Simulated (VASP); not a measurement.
# BN (P6_3/mmc) in VASP: notebook, part 2 of 2

VASP 6.6.1. Earlier steps stand in the parts before.

**3. G0W0 quasiparticle levels, r2SCAN**

File POSCAR:

```
BN
1.0
    2.4913353509      0.0000000000      0.0000000000
   -1.2456676755      2.1575597032      0.0000000000
    0.0000000000      0.0000000000      4.0010591815
B N
2 2
Direct
    0.0000000000      0.0000000000      0.0000000000
    0.0000000000      0.0000000000      0.5000000000
    0.3333333333      0.6666666667      0.2500000000
    0.6666666667      0.3333333333      0.7500000000
```

File INCAR.step1:

```
SYSTEM = BN
  PREC = Accurate
  ENCUT = 500
  EDIFF = 1E-8
  ISMEAR = 0
  SIGMA = 0.01
  LREAL = .FALSE.
  LASPH = .TRUE.
  NELM = 100
  ALGO = Normal
  LWAVE = .TRUE.
  LCHARG = .FALSE.
  METAGGA = R2SCAN
  LMIXTAU = .TRUE.
```

File INCAR.step2:

```
SYSTEM = BN
  PREC = Accurate
  ENCUT = 500
  EDIFF = 1E-8
  ISMEAR = 0
  SIGMA = 0.01
  LREAL = .FALSE.
  LASPH = .TRUE.
  NELM = 1
  ALGO = Exact
  LWAVE = .TRUE.
  LCHARG = .FALSE.
  METAGGA = R2SCAN
  LMIXTAU = .TRUE.
  NBANDS = 88
  LOPTICS = .TRUE.
  ISTART = 1
```

File INCAR.step3:

```
SYSTEM = BN
  PREC = Accurate
  ENCUT = 500
  EDIFF = 1E-8
  ISMEAR = 0
  SIGMA = 0.01
  LREAL = .FALSE.
  LASPH = .TRUE.
  ALGO = EVGW0
  LWAVE = .FALSE.
  LCHARG = .FALSE.
  METAGGA = R2SCAN
  LMIXTAU = .TRUE.
  NELMGW = 1
  NBANDS = 88
  ENCUTGW = 140.0
  NOMEGA = 96
  PRECFOCK = Fast
  ISTART = 1
  NBANDSGW = 16
  OMEGAMAX = 30
```

File KPOINTS:

```
regular mesh
0
G
  6 6 4
  0 0 0
```

Potentials or basis: VASP PAW PBE potentials, release 64 (B_GW, N_GW).

On the command line:

```sh
cat potpaw_PBE.64/B_GW/POTCAR potpaw_PBE.64/N_GW/POTCAR > POTCAR
cp INCAR.step1 INCAR
mpirun -np 1 vasp_std > vasp.out
cp INCAR.step2 INCAR
mpirun -np 1 vasp_std > vasp.out
cp INCAR.step3 INCAR
mpirun -np 1 vasp_std > vasp.out
```

OUTCAR:

```text
SYSTEM = BN
   PREC = Accurate
   ENCUT = 500
   EDIFF = 1E-8
   ISMEAR = 0
   LREAL = .FALSE.
   LASPH = .TRUE.
   METAGGA = R2SCAN
   NELMGW = 1
   ENCUTGW = 140.0
   PRECFOCK = Fast
   ISTART = 1

 ion  position               nearest neighbor table
   1  0.000  0.000  0.000-   3 1.75   4 1.75   4 1.75   3 1.75   4 1.75   3 1.75   2 2.00   2 2.00

   2  0.000  0.000  0.500-   3 1.75   4 1.75   4 1.75   3 1.75   4 1.75   3 1.75   1 2.00   1 2.00

   3  0.333  0.667  0.250-   1 1.75   2 1.75   1 1.75   2 1.75   1 1.75   2 1.75
[... 184 lines left out ...]
   NELMHF              =     1    number of iterations in the inner HF iteration
   NKREDLFX            =     1    NKREDLFY  =   1   NKREDLFZ  =   1
 non-spin polarized calculation
 Gauss-broadening in eV      SIGMA  =   0.01
  energy-cutoff  :      500.00
  volume of cell :       21.51
 maximum number of plane-waves:       562
  NGX = 12; NGY = 12; NGZ = 20
   NGX =  9   NGY =  9   NGZ = 15
 maximum number of plane-waves:        97
 NGX is ok and might be reduce to    10

 QP shifts <psi_nk| G(iteration)W_0 |psi_nk>: iteration 1
 for sc-GW calculations column KS-energies equals QP-energies in previous step
 and V_xc(KS)=  KS-energies - (<T + V_ion + V_H > + <T+V_H+V_ion>^1  + <V_x>^1)

 k-point   1 :       0.0000    0.0000    0.0000
  band No.  KS-energies  QP-energies   sigma(KS)   V_xc(KS)     V^pw_x(r,r')   Z            occupation Imag(sigma)

      1     -13.3795     -13.7447     -17.2470     -16.7495     -26.5311       0.7341       2.0000       1.6726
      2      -8.0803      -8.2727     -17.9480     -17.6984     -26.2337       0.7709       2.0000       1.1768
      3      -2.6173      -3.0074     -15.8657     -15.3507     -21.9556       0.7574       2.0000       0.5105
      4       8.6491       8.4002     -17.6137     -17.3049     -20.6455       0.8059       2.0000       0.0558
      5       8.6491       8.4002     -17.6137     -17.3049     -20.6455       0.8059       2.0000       0.0558
      6       9.4017       9.3542     -18.4067     -18.3480     -21.2235       0.8089       2.0000       0.0495
[... 395 lines left out ...]
      2      -5.9455      -6.0496     -18.5506     -18.4148     -26.5995       0.7665       2.0000       0.9845
      3      -0.9909      -1.4032     -16.1303     -15.5920     -21.3783       0.7659       2.0000       0.3169
      4      -0.9909      -1.4032     -16.1303     -15.5920     -21.3783       0.7659       2.0000       0.3169
      5      -0.2144      -0.6169     -15.8773     -15.3489     -21.0939       0.7618       2.0000       0.2932
      6      -0.2144      -0.6169     -15.8773     -15.3489     -21.0939       0.7618       2.0000       0.2932
[... 8 lines left out ...]
     15      27.2380      27.6592     -14.8304     -15.3903      -6.4553       0.7523       0.0000      -0.4892
     16      27.2380      27.6592     -14.8304     -15.3903      -6.4553       0.7523       0.0000      -0.4892
```

OUTCAR.step2:

```text
SYSTEM = BN
   PREC = Accurate
   ENCUT = 500
   EDIFF = 1E-8
[... 1046 lines left out ...]
  --------------------------------------------------------------------------------------------------------------
     0.00000     7.88969     7.88969     8.52919    -0.00000     0.00000     0.00000
     1.86677     8.20884     8.20884     8.90822    -0.00000     0.00000     0.00000
     3.73354     9.47513     9.47513    10.41954    -0.00000     0.00000     0.00000
     5.60032    14.67629    14.67629    16.38721    -0.00000    -0.00000     0.00000
     7.46709    10.29346    10.29346    21.64576    -0.00000    -0.00000     0.00000
     9.33386     4.94915     4.94915    -1.71478    -0.00000     0.00000    -0.00000
[... 92 lines left out ...]
   182.94368     0.96722     0.96722     0.96753     0.00000    -0.00000    -0.00000
   184.81045     0.96793     0.96793     0.96823     0.00000    -0.00000    -0.00000
```

Run time: 4.3 min. Hardware: 1 thread of AMD EPYC 9R45 (Zen 5), shared host; peak memory 0.31 GiB.

What came out:

| Property | Result |
| --- | --- |
| Quasiparticle gap | 2.06 eV |
| Least direct quasiparticle gap | 6.53 eV |
| Band gap of the starting levels on the mesh | 1.78 eV |
| Least direct gap of the starting levels on the mesh | 6.02 eV |

Caveat: the k points lie up to 0.49 Å⁻¹ apart; bands, screening cutoff and mesh are small and nothing is extrapolated, so the quasiparticle values aren't converged.

**4. G0W0 quasiparticle levels, PBE**

POSCAR is that of step 3.

File INCAR.step1:

```
PREC     = Accurate       # precision mode
ENCUT    = 500            # plane-wave cutoff, eV
EDIFF    = 1E-8           # SCF threshold, eV
ISMEAR   = 0              # smearing method
SIGMA    = 0.01           # smearing width, eV
LREAL    = False          # projectors in reciprocal space
LASPH    = True           # aspherical terms in the spheres
NELM     = 80             # most SCF steps
ALGO     = Normal         # electronic algorithm
LWAVE    = True           # write WAVECAR
LCHARG   = False          # write CHGCAR
GGA      = PE             # functional
```

File INCAR.step2:

```
PREC     = Accurate       # precision mode
ENCUT    = 500            # plane-wave cutoff, eV
EDIFF    = 1E-8           # SCF threshold, eV
ISMEAR   = 0              # smearing method
SIGMA    = 0.01           # smearing width, eV
LREAL    = False          # projectors in reciprocal space
LASPH    = True           # aspherical terms in the spheres
NELM     = 1              # most SCF steps
ALGO     = Exact          # electronic algorithm
LWAVE    = True           # write WAVECAR
LCHARG   = False          # write CHGCAR
GGA      = PE             # functional
NBANDS   = 88             # bands
LOPTICS  = True           # frequency-dependent dielectric function
ISTART   = 1
```

File INCAR.step3:

```
PREC     = Accurate       # precision mode
ENCUT    = 500            # plane-wave cutoff, eV
EDIFF    = 1E-8           # SCF threshold, eV
ISMEAR   = 0              # smearing method
SIGMA    = 0.01           # smearing width, eV
LREAL    = False          # projectors in reciprocal space
LASPH    = True           # aspherical terms in the spheres
ALGO     = EVGW0          # electronic algorithm
LWAVE    = False          # write WAVECAR
LCHARG   = False          # write CHGCAR
GGA      = PE             # functional
NELMGW   = 1            
NBANDS   = 88             # bands
ENCUTGW  = 140.0          # cutoff of the response function
NOMEGA   = 96             # frequency points
PRECFOCK = Fast         
ISTART   = 1            
NBANDSGW = 16           
OMEGAMAX = 20
```

File KPOINTS:

```
regular mesh
0
Gamma
  6 6 4
```

Potentials or basis: VASP PAW PBE potentials, release 64 (B_GW, N_GW).

On the command line:

```sh
cat potpaw_PBE.64/B_GW/POTCAR potpaw_PBE.64/N_GW/POTCAR > POTCAR
cp INCAR.step1 INCAR
mpirun -np 1 vasp_std > vasp.out
cp INCAR.step2 INCAR
mpirun -np 1 vasp_std > vasp.out
cp INCAR.step3 INCAR
mpirun -np 1 vasp_std > vasp.out
```

OUTCAR:

```text
PREC = Accurate
   ENCUT = 500
   EDIFF = 1E-8
   ISMEAR = 0
   LREAL = False
   LASPH = True
   GGA = PE
   NELMGW = 1
   ENCUTGW = 140.0
   PRECFOCK = Fast
   ISTART = 1

 ion  position               nearest neighbor table
   1  0.000  0.000  0.000-   3 1.75   4 1.75   4 1.75   3 1.75   4 1.75   3 1.75   2 2.00   2 2.00

   2  0.000  0.000  0.500-   3 1.75   4 1.75   4 1.75   3 1.75   4 1.75   3 1.75   1 2.00   1 2.00

   3  0.333  0.667  0.250-   1 1.75   2 1.75   1 1.75   2 1.75   1 1.75   2 1.75
   4  0.667  0.333  0.750-   1 1.75   2 1.75   1 1.75   2 1.75   1 1.75   2 1.75

[... 182 lines left out ...]
   NELMHF              =     1    number of iterations in the inner HF iteration
   NKREDLFX            =     1    NKREDLFY  =   1   NKREDLFZ  =   1
 non-spin polarized calculation
 Gauss-broadening in eV      SIGMA  =   0.01
  energy-cutoff  :      500.00
  volume of cell :       21.51
 maximum number of plane-waves:       562
  NGX = 12; NGY = 12; NGZ = 20
   NGX =  9   NGY =  9   NGZ = 15
 maximum number of plane-waves:        97
 NGX is ok and might be reduce to    10

 QP shifts <psi_nk| G(iteration)W_0 |psi_nk>: iteration 1
 for sc-GW calculations column KS-energies equals QP-energies in previous step
 and V_xc(KS)=  KS-energies - (<T + V_ion + V_H > + <T+V_H+V_ion>^1  + <V_x>^1)

 k-point   1 :       0.0000    0.0000    0.0000
  band No.  KS-energies  QP-energies   sigma(KS)   V_xc(KS)     V^pw_x(r,r')   Z            occupation Imag(sigma)

      1     -12.1035     -13.2906     -17.0065     -15.3433     -26.4079       0.7137       2.0000       1.6236
      2      -6.9758      -7.9588     -17.7164     -16.4273     -26.0618       0.7627       2.0000       1.1299
      3      -2.0003      -2.7870     -15.7462     -14.6887     -21.9182       0.7439       2.0000       0.4729
      4       8.7476       8.4144     -17.5213     -17.1028     -20.5349       0.7964       2.0000       0.0359
      5       8.7476       8.4144     -17.5213     -17.1028     -20.5349       0.7964       2.0000       0.0359
      6       9.5308       9.3378     -18.3600     -18.1186     -21.1406       0.7994       2.0000       0.0306
[... 395 lines left out ...]
      2      -4.8796      -5.7528     -18.3320     -17.1757     -26.4312       0.7552       2.0000       0.9308
      3      -0.3777      -1.1866     -16.0445     -14.9741     -21.3410       0.7556       2.0000       0.2778
      4      -0.3777      -1.1866     -16.0445     -14.9741     -21.3410       0.7556       2.0000       0.2778
      5       0.2001      -0.4715     -15.7359     -14.8399     -21.0311       0.7496       2.0000       0.2597
      6       0.2001      -0.4715     -15.7359     -14.8399     -21.0311       0.7496       2.0000       0.2597
[... 8 lines left out ...]
     15      26.0036      27.2179     -15.0764     -16.7190      -6.5334       0.7393       0.0000      -0.4297
     16      26.0036      27.2179     -15.0764     -16.7190      -6.5334       0.7393       0.0000      -0.4297
```

Wall time 3 min (1 thread of AMD EPYC 9R45 (Zen 5), shared host); peak memory 0.31 GiB.

What came out:

```
Quasiparticle gap                                   : 2.02 eV
Least direct quasiparticle gap                      : 6.41 eV
Band gap of the starting levels on the mesh         : 1.57 eV
Least direct gap of the starting levels on the mesh : 5.53 eV
```

Caveat: the k points lie up to 0.49 Å⁻¹ apart; bands, screening cutoff and mesh are small and nothing is extrapolated, so the quasiparticle values aren't converged.
